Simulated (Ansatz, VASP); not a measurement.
**Pd in VASP and in Ansatz**

Contents of INCAR:

```
  ALGO = Normal
  EDIFF = 1E-7
  ENCUT = 520
  GGA = CA
  ISIF = 2
  ISMEAR = -1
  LASPH = T
  LCHARG = F
  LREAL = F
  LWAVE = F
  NBANDS = 11
  NELM = 80
  PREC = Accurate
  SIGMA = 0.05
```

KPOINTS

```
k-points
0
Gamma
  18 18 18
```

The input POSCAR:

```
Pd
1.0
    0.0000000000      1.9318465866      1.9318465866
    1.9318465866      0.0000000000      1.9318465866
    1.9318465866      1.9318465866      0.0000000000
Pd
1
Direct
    0.0000000000      0.0000000000      0.0000000000
```

Input for Ansatz:

```yaml
crystal:
  lattice:
    - [0.0, 1.9318465866, 1.9318465866]
    - [1.9318465866, 0.0, 1.9318465866]
    - [1.9318465866, 1.9318465866, 0.0]
  atoms:
    - { symbol: Pd, position: [0.0, 0.0, 0.0] }
kpoints:
  mp_grid: { grid: [18, 18, 18] }
  band_path:
    path:
      - [0.0, 0.0, 0.0]
      - [0.5, 0.0, 0.5]
      - [0.625, 0.25, 0.625]
      - [0.375, 0.375, 0.75]
      - [0.0, 0.0, 0.0]
      - [0.5, 0.5, 0.5]
      - [0.5, 0.25, 0.75]
      - [0.5, 0.0, 0.5]
    npoints: 5
scf:
  occupations: { method: fermi_dirac, width: 0.05 }
hamiltonian:
  xc: lda
  pseudopotentials: { kind: all_electron, lapw: { basis_error: 0.00025 } }
output:
  forces: true
  stress: true
  eigenvalues: true
```

Change from the starting cell: volume scaled by 0.98.

Alike in both runs: task single point; functional LDA; k mesh 18 × 18 × 18; occupations fermi-dirac, width 0.05 eV; no spin polarisation.

|  | VASP | Ansatz |
| --- | --- | --- |
| version | VASP 6.6.1 | Ansatz 0.2.0 |
| potentials or method | VASP PAW LDA potentials, release 64 (Pd), cutoff 520 eV | all-electron LAPW, scalar-relativistic |

|  | VASP | Ansatz | Ansatz less VASP |
| --- | --- | --- | --- |
| pressure (GPa) | -3.8 | -4.1 | -0.28 |

LDA's correlation is that of Perdew and Zunger in VASP and of Perdew and Wang (1992) in Ansatz. Ansatz ran all-electron here, and VASP with PAW potentials.
